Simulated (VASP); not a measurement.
# C: single point with PBE+D4

Crystal: C.

```
C
1.0
     1.22991    0.71009    6.89614
    -1.22991    0.71009    6.89614
     0.00000   -1.42018    6.89614
C
4
Direct
  0.91906 0.91906 0.91906
  0.25238 0.25238 0.25238
  0.74762 0.74762 0.74762
  0.08094 0.08094 0.08094
```

```json
{"Program": "VASP 6.6.1", "Task": "single point", "Functional": "PBE", "Dispersion": "D4", "Potentials or basis": "VASP PAW PBE potentials, release 64 (C)", "Cutoff": "520 eV", "k mesh": "10 × 10 × 10", "Occupations": "fermi-dirac, width 0.02 eV", "Spin": "no spin polarisation", "Dipole correction": "no", "Further INCAR settings": "ALGO = Normal; EDIFF = 1e-07; NBANDS = 16"}
```

```
Pressure                   : 0.4 GPa
Dispersion energy per atom : -0.170 eV
```

Stress tensor (GPa, compression positive):
```
 0.70  0.00  0.00
 0.00  0.70  0.00
 0.00  0.00 -0.11
```

Wall time 6.3 min on 1 thread of Intel(R) Xeon(R) Platinum 8375C CPU @ 2.90GHz (Ice Lake), with other jobs on the host, peak memory 0.38 GiB.
